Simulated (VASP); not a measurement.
Runs of VASP 6.6.1 on B2O3. The cell holds an amorphous packing of atoms, 15 atoms: a = 5.851 Å, b = 5.719 Å, c = 5.562 Å, α = 89.52°, β = 88.07°, γ = 89.83°. 

```csv
smearing,gap on the mesh (eV),pressure (GPa),largest force (eV/Å)
fermi-dirac 0.2111 eV,3.09,0.1,10.87
fermi-dirac 0.05 eV,5.67,4.4,(a)
fermi-dirac 0.293 eV,(b),16.4,12.31
fermi-dirac 0.1172 eV,4.84,4.0,9.19
```

Alike in all rows: task single point; level PBE; potentials or basis VASP PAW PBE potentials, release 64 (B, O); no spin polarisation; cell as given; k mesh 1 × 1 × 1; cutoff (eV) 520.

Problem. Estimate the missing entries.

Solution. (a) 3.12; (b) 2.86.

Caveats: all runs use coarse meshes.

A k mesh can miss the band edges.
